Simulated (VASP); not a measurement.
**NaBeH3: single point with LDA**

NaBeH3:

```
Na Be H
1.0
     6.68578    0.00000    0.00000
     0.00000    6.68578    0.00000
     0.00000    0.00000    3.34289
Na Be H
4 4 12
Direct
  0.25000 0.25000 0.50000
  0.25000 0.75000 0.50000
  0.75000 0.25000 0.50000
  0.75000 0.75000 0.50000
  0.00000 0.00000 0.00000
  0.00000 0.50000 0.00000
  0.50000 0.00000 0.00000
  0.50000 0.50000 0.00000
  0.25000 0.00000 0.00000
  0.00000 0.25000 0.00000
  0.00000 0.00000 0.50000
  0.25000 0.50000 0.00000
  0.00000 0.75000 0.00000
  0.00000 0.50000 0.50000
  0.75000 0.00000 0.00000
  0.50000 0.25000 0.00000
  0.50000 0.00000 0.50000
  0.75000 0.50000 0.00000
  0.50000 0.75000 0.00000
  0.50000 0.50000 0.50000
```

* Program: VASP 6.6.1
* Task: single point
* Functional: LDA
* Potentials or basis: VASP PAW LDA potentials, release 64 (Na_pv, Be, H)
* Cutoff: 600 eV
* k mesh: 1 × 1 × 2, shifted
* Occupations: fermi-dirac, width 0.02 eV
* Spin: no spin polarisation
* Dipole correction: no
* Further INCAR settings: ALGO = Normal; EDIFF = 1e-06; NBANDS = 40

```yaml
Pressure: -5.3 GPa
```

Levels at points of the mesh, in eV from the Fermi level:
| k point | band 22 | band 23 | band 24 | band 25 | band 26 | band 27 |
| --- | --- | --- | --- | --- | --- | --- |
| (0.50, 0.50, 0.25) | -0.62 | -0.62 | -0.62 | 4.68 | 4.68 | 4.68 |

Run time: 16 s on 1 thread of AMD EPYC 7R43 64-Core Processor (Zen 3), on a shared host, peak memory 0.17 GiB.

Caveat: the k points lie up to 0.94 Å⁻¹ apart.
